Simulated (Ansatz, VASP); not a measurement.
One calculation of Zr, two programs

INCAR

```
PREC = Accurate
ENCUT = 520
EDIFF = 1E-8
ISMEAR = -1
SIGMA = 0.08
LREAL = F
LASPH = T
NELM = 80
ALGO = Normal
ISIF = 2
LWAVE = F
LCHARG = F
GGA = PS
LEFG = T
NBANDS = 12
```

File KPOINTS:

```
Automatic mesh
0
Gamma
  14 14 14
```

File POSCAR:

```
Zr
1.0
   -1.8281000000      1.8100000000      1.8100000000
    1.8100000000     -1.8281000000      1.8100000000
    1.8100000000      1.8100000000     -1.8281000000
Zr
1
Direct
    0.0000000000      0.0000000000      0.0000000000
```

Input for Ansatz:

```yaml
crystal:
  lattice:
    - [-1.8281, 1.81, 1.81]
    - [1.81, -1.8281, 1.81]
    - [1.81, 1.81, -1.8281]
  atoms:
    - { symbol: Zr, position: [0.0, 0.0, 0.0] }
kpoints:
  mp_grid: { grid: [14, 14, 14] }
scf:
  occupations: { method: fermi_dirac, width: 0.08 }
hamiltonian:
  xc: pbesol
  pseudopotentials: { kind: all_electron, datasets: crystal }
output:
  forces: true
  stress: true
  eigenvalues: true
  efg: { contact_densities: true }
```

Change from the starting cell: equal xy, yz and zx shear strains of -1 %, crystal datasets.

Alike in both runs: task electric field gradients; functional PBEsol; k mesh 14 × 14 × 14; occupations fermi-dirac, width 0.08 eV; no spin polarisation.

```csv
,VASP,Ansatz
version,VASP 6.6.1,Ansatz 0.2.0
potentials or method,"VASP PAW PBE potentials, release 64 (Zr_sv), cutoff 520 eV","all-electron PAW with datasets made for the crystal, scalar-relativistic"
```

Ansatz gave:

```
pressure (GPa)                                                : -6.7
traceless stress, the component that is largest in VASP (GPa) : 0.26
size of Vzz on the site where it differs most (V/Å²)          : 11.1
```

Task: Which values does VASP return?

Result: Pressure (GPa): -6.6; traceless stress, the component that is largest in VASP (GPa): 0.26; size of Vzz on the site where it differs most (V/Å²): 11.8.

VASP's potentials were made for PBE, not for PBEsol. Ansatz ran all-electron here, and VASP with PAW potentials.
